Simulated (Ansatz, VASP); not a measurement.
One calculation of CdO, two programs

The input POSCAR:

```
CdO
1.0
    0.0000000000      2.3763026256      2.3763026256
    2.3763026256      0.0000000000      2.3763026256
    2.3763026256      2.3763026256      0.0000000000
Cd O
1 1
Direct
    0.0000000000      0.0000000000      0.0000000000
    0.5000000000      0.5000000000      0.5000000000
```

Contents of INCAR.step1:

```
SYSTEM = CdO
PREC     = Accurate       ! precision mode
ENCUT    = 660            ! plane-wave cutoff, eV
ISMEAR   = -1             ! smearing method
SIGMA    = 0.02           ! smearing width, eV
LREAL    = .False.        ! projectors in reciprocal space
LASPH    = .True.         ! aspherical terms in the spheres
NELM     = 120            ! most SCF steps
NBANDS   = 16             ! bands
GGA      = PE             ! functional
ALGO     = Normal         ! electronic algorithm
EDIFF    = 1E-5           ! SCF threshold, eV
LWAVE    = .True.         ! write WAVECAR
LCHARG   = .False.        ! write CHGCAR
GGA_COMPAT= .False.
```

File INCAR.step2:

```
SYSTEM = CdO
PREC     = Accurate       ! precision mode
ENCUT    = 660            ! plane-wave cutoff, eV
EDIFF    = 1E-6           ! SCF threshold, eV
ISMEAR   = -1             ! smearing method
SIGMA    = 0.02           ! smearing width, eV
LREAL    = .False.        ! projectors in reciprocal space
LASPH    = .True.         ! aspherical terms in the spheres
NELM     = 120            ! most SCF steps
ALGO     = Normal         ! electronic algorithm
ISIF     = 2              ! what is computed and relaxed
LWAVE    = .False.        ! write WAVECAR
LCHARG   = .True.         ! write CHGCAR
METAGGA  = R2SCAN         ! meta-GGA
LMIXTAU  = .True.       
LELF     = .True.         ! ELF
LVHAR    = .True.       
NBANDS   = 16             ! bands
ISTART   = 1            
GGA_COMPAT= .False.
```

File KPOINTS:

```
regular mesh
0
Gamma
  8 8 8
  0 0 0
```

Input for Ansatz:

```yaml
crystal:
  lattice:
    - [0.0, 2.3763026256, 2.3763026256]
    - [2.3763026256, 0.0, 2.3763026256]
    - [2.3763026256, 2.3763026256, 0.0]
  atoms:
    - { symbol: Cd, position: [0.0, 0.0, 0.0] }
    - { symbol: O, position: [0.5, 0.5, 0.5] }
kpoints:
  mp_grid: { grid: [8, 8, 8] }
hamiltonian:
  xc: r2scan
scf:
  occupations: { method: fermi_dirac, width: 0.02 }
  n_extra_bands: 4
output:
  forces: true
  stress: true
  eigenvalues: true
```

Alike in both runs: task single point; functional r2SCAN; k mesh 8 × 8 × 8; occupations fermi-dirac, width 0.02 eV; no spin polarisation.

|  | VASP | Ansatz |
| --- | --- | --- |
| version | VASP 6.6.1 | Ansatz 0.2.0 |
| potentials or method | VASP PAW PBE potentials, release 64 (Cd, O) | plane waves, PAW |
| plane-wave cutoff (eV) | 660 | 500 |
| valence electrons in the cell | 18 | 26 |

|  | VASP | Ansatz | Ansatz less VASP |
| --- | --- | --- | --- |
| pressure (GPa) | -2.8 | -4.1 | -1.31 |

VASP's potentials were made for PBE, not for r2SCAN. VASP's potentials hold 18 valence electrons a cell and Ansatz's 26, so a difference there can come from the potentials and not from the codes.
